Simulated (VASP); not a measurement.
# TbHgB4 (Pmmm) in VASP: a series of runs, part 2 of 2

VASP 6.6.1. The steps go on from the part before.

**3. Relaxation of cell and atoms, PBE**

This run uses another cell than the first one, of 12.55 Å³/atom.

Contents of INCAR:

```
  PREC = Accurate
  ENCUT = 500
  EDIFF = 1E-7
  ISMEAR = 0
  SIGMA = 0.2
  LREAL = F
  LASPH = T
  NELM = 200
  ALGO = Normal
  ISIF = 3
  LWAVE = F
  LCHARG = F
  GGA = PE
  IBRION = 2
  NSW = 36
  EDIFFG = -0.08
  GGA_COMPAT = F
  NELMIN = 4
  LMAXMIX = 6
```

Contents of KPOINTS:

```
regular mesh
0
Gamma
  5 4 3
```

Contents of POSCAR:

```
TbHgB4
1.0
    3.3894683000      0.0000000000      0.0000000000
    0.0000000000      3.7843986300      0.0000000000
    0.0000000000      0.0000000000      5.8721624700
Tb B Hg
1 4 1
Direct
    0.5000000000      0.0000000000      0.5000000000
    0.0000000000      0.5000000000      0.6684151300
    0.5000000000      0.5000000000      0.1651348500
    0.5000000000      0.5000000000      0.8348651500
    0.0000000000      0.5000000000      0.3315848700
    0.0000000000      0.0000000000      0.0000000000
```

Potentials or basis: VASP PAW PBE potentials, release 64 (Tb_3, B, Hg), 4f in core.

Command:

```bash
> cat potpaw_PBE.64/Tb_3/POTCAR potpaw_PBE.64/B/POTCAR potpaw_PBE.64/Hg/POTCAR > POTCAR
> mpirun -np 1 vasp_std > vasp.out
```

OUTCAR:

```text
PREC = Accurate
   ENCUT = 500
   EDIFF = 1E-7
   ISMEAR = 0
   LREAL = F
   LASPH = T
   NELM = 200
   ISIF = 3
   GGA = PE
   IBRION = 2
   NSW = 36
   EDIFFG = -0.08
   NELMIN = 4

 ion  position               nearest neighbor table
   1  0.500  0.000  0.500-   2 2.73   5 2.73   2 2.73   5 2.73   2 2.73   5 2.73   2 2.73   5 2.73
                             4 2.73   3 2.73   4 2.73   3 2.73   6 3.39   6 3.39   6 3.39   6 3.39
   2  0.000  0.500  0.668-   4 1.96   4 1.96   5 1.98   6 2.72   6 2.72   1 2.73   1 2.73   1 2.73
                             1 2.73
   3  0.500  0.500  0.165-   4 1.94   5 1.96   5 1.96   6 2.72   6 2.72   6 2.72   6 2.72   1 2.73
                             1 2.73
   4  0.500  0.500  0.835-   3 1.94   2 1.96   2 1.96   6 2.72   6 2.72   6 2.72   6 2.72   1 2.73
                             1 2.73
   5  0.000  0.500  0.332-   3 1.96   3 1.96   2 1.98   6 2.72   6 2.72   1 2.73   1 2.73   1 2.73
                             1 2.73
   6  0.000  0.000  0.000-   2 2.72   5 2.72   2 2.72   5 2.72   4 2.72   3 2.72   4 2.72   3 2.72
                             3 2.72   4 2.72   3 2.72   4 2.72   1 3.39   1 3.39   1 3.39   1 3.39

  LATTYP: Found a simple orthorhombic cell.
 ALAT       =     3.3894683000
 B/A-ratio  =     1.1165168974
 C/A-ratio  =     1.7324730460

  Lattice vectors:
[... 171 lines left out ...]

--------------------------------------- Ionic step        1  -------------------------------------------

 number of electron      33.0000001 magnetization

 Free energy of the ion-electron system (eV)
  ---------------------------------------------------
  ext. energy  EPLUGINS =         0.00000000
  ---------------------------------------------------
  free energy    TOTEN  =       -30.40730590 eV

  energy without entropy =      -30.39096877  energy(sigma->0) =      -30.39913734

------------------------ aborting loop because EDIFF is reached ----------------------------------------

  FORCE on cell =-STRESS in cart. coord.  units (eV):
  Direction    XX          YY          ZZ          XY          YZ          ZX
  --------------------------------------------------------------------------------------
  -------------------------------------------------------------------------------------
  Total       -6.2451306      3.3739098    -11.7481259      0.0000000      0.0000000      0.0000000
  in kB     -132.8389985     71.7658006   -249.8921750      0.0000000      0.0000000      0.0000000
  external PRESSURE =    -103.6551243 kB  Pullay stress =       0.0000000 kB
[... 227 lines left out ...]
--------------------------------------- Ionic step        7  -------------------------------------------

 number of electron      32.9999997 magnetization

 Free energy of the ion-electron system (eV)
  ---------------------------------------------------
  ext. energy  EPLUGINS =         0.00000000
  ---------------------------------------------------
  free energy    TOTEN  =       -31.14211076 eV

  energy without entropy =      -31.12237809  energy(sigma->0) =      -31.13224443

 E-fermi :   5.2721     XC(G=0): -11.7920

 val. band max:        5.2246690658   @ k =   0.2000   0.0000   0.3333
 cond. band min:       5.4138705573   @ k =   0.4000   0.0000   0.0000
 fundamental gap:      0.1892014914
 Fermi energy:         5.2721372409

 k-point     1 :       0.0000    0.0000    0.0000
  band No.  band energies     occupation
      1     -16.8511      2.00000
      2     -16.6395      2.00000
      3     -16.2219      2.00000
      4      -6.8657      2.00000
      5      -3.4097      2.00000
      6      -2.6630      2.00000
[... 436 lines left out ...]
  FREE ENERGIE OF THE ION-ELECTRON SYSTEM (eV)
  ---------------------------------------------------
  free  energy   TOTEN  =       -31.1421107604 eV

  energy  without entropy=      -31.1223780919  energy(sigma->0) =      -31.13224443

 reached required accuracy - stopping structural energy minimisation
```

OSZICAR:

```text
N       E                     dE             d eps       ncg     rms          rms(c)
DAV:   1     0.170702573568E+03    0.17070E+03   -0.15159E+04   720   0.148E+03
DAV:   2    -0.193883750764E+02   -0.19009E+03   -0.18353E+03   740   0.373E+02
DAV:   3    -0.337054375125E+02   -0.14317E+02   -0.13506E+02   976   0.760E+01
[... 78 lines left out ...]
DAV:   4    -0.311421075109E+02    0.43845E-03   -0.12188E-03   824   0.275E-01    0.882E-02
DAV:   5    -0.311421094359E+02   -0.19250E-05   -0.54539E-05   808   0.692E-02    0.398E-02
DAV:   6    -0.311421111039E+02   -0.16680E-05   -0.72508E-06   848   0.248E-02    0.554E-03
DAV:   7    -0.311421108471E+02    0.25674E-06   -0.45675E-07   796   0.559E-03    0.323E-03
DAV:   8    -0.311421107604E+02    0.86744E-07   -0.93998E-08   424   0.305E-03
   7 F= -.31142111E+02 E0= -.31132244E+02  d E =-.111082E-01
```

It took 2.1 min on 1 thread of Intel Xeon Platinum 8488C (Sapphire Rapids), shared host; peak memory 0.21 GiB.

Results:

- Free energy: -31.1421 eV
- Relaxed volume: 11.88 Å³/atom
- Relaxed cell: a = 3.235 Å, b = 4.073 Å, c = 5.410 Å, α = 90.00°, β = 90.00°, γ = 90.00°
- Space group after relaxing (to 0.1 Å): Pmmm (No. 47)
- Energy gained by relaxing: 122.5 meV/atom
- Ionic steps: 7
- Pressure after relaxing: 0.2 GPa
- Largest force after relaxing: 0.026 eV/Å
- Band gap on the k mesh: zero (an odd number of electrons rules out a gap without spin polarisation)

Forces in eV/Å, atoms in the order of the input:
```
Tb   0.000  0.000  0.000
B    0.000  0.000 -0.025
B    0.000  0.000  0.026
B    0.000  0.000 -0.026
B    0.000  0.000  0.025
Hg   0.000  0.000  0.000
```

Step by step:
```tsv
step	energy change (eV)	largest force (eV/Å)	pressure (GPa)	volume (Å³)
1	0.0000	0.2745	-10.37	75.32
2	-0.5788	0.1444	10.38	66.54
3	-0.6422	0.0460	4.41	68.42
4	-0.7182	0.1003	0.35	70.67
5	-0.7235	0.1430	-1.16	71.72
6	-0.7237	0.1368	-0.92	71.55
7	-0.7348	0.0258	0.24	71.29
```

Final structure:
```xyz
6
Lattice="3.2352 0.0000 0.0000 0.0000 4.0734 0.0000 0.0000 0.0000 5.4098" Properties=species:S:1:pos:R:3 pbc="T T T"
Tb    1.6176    0.0000    2.7049
B     0.0000    2.0367    3.6090
B     1.6176    2.0367    0.8737
B     1.6176    2.0367    4.5361
B     0.0000    2.0367    1.8008
Hg    3.2352    0.0000    0.0000
```

Levels at points of the mesh, in eV from the Fermi level:
| k point | band 14 | band 15 | band 16 | band 17 | band 18 | band 19 | band 20 |
| --- | --- | --- | --- | --- | --- | --- | --- |
| (0.00, 0.00, 0.00) | -1.78 | -0.81 | -0.56 | 0.21 | 1.82 | 2.09 | 3.80 |
| (0.00, 0.50, 0.00) | -1.94 | -1.74 | 0.20 | 0.34 | 1.98 | 4.27 | 4.44 |

Caveat: the k points lie up to 0.39 Å⁻¹ apart in the final cell, too coarse for converged energies and pressures of a metal; spin-orbit coupling is left out, which moves the levels of the heavy elements; the 4f electrons are frozen in the core, so they carry no moment and show no levels. Spin polarisation is off, so any magnetic state and its effect on volume and gap are missing.

The gap in the log of VASP goes by the Fermi energy; the results here count the filled bands.